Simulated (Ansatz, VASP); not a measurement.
# BeZn2Te3 in VASP and in Ansatz

```
Be Zn Te
1.0
     7.08690    0.00000    0.00000
    -3.54345    6.13743    0.00000
     0.00000    0.00000    3.94811
Be Zn Te
1 2 3
Cartesian
  0.0000 0.0000 0.0000
  0.0000 4.0916 0.0000
  3.5434 2.0458 0.0000
  1.7717 3.0687 1.9741
  -1.7717 3.0687 1.9741
  3.5434 0.0000 1.9741
```

Change from the starting cell: species swapped into the CeGa3Pd2 type (P6/mmm, No. 191).

Alike in both runs: functional PBE; k mesh 6 × 6 × 10; occupations gaussian, width 0.1 eV; no spin polarisation.

Ansatz relaxed the structure, and its values are those at the end. VASP's run is a single point on that final structure, the one shown.

|  | VASP | Ansatz |
| --- | --- | --- |
| version | VASP 6.6.1 | Ansatz 0.2.0 |
| potentials or method | VASP PAW PBE potentials, release 64 (Be, Zn, Te), cutoff 520 eV | scalar-relativistic, plane waves, PAW |
| valence electrons in the cell | 44 | 74 |

|  | VASP | Ansatz | Ansatz less VASP |
| --- | --- | --- | --- |
| gap on the k mesh at the Fermi level (eV) | none | none | - |
| pressure (GPa) | 0.0 | 0.0 | -0.03 |

A gap of «none» marks a metal or a gap that the smearing closes. VASP's potentials hold 44 valence electrons a cell and Ansatz's 74, so a difference there can come from the potentials and not from the codes.

Spin-orbit coupling is off throughout.
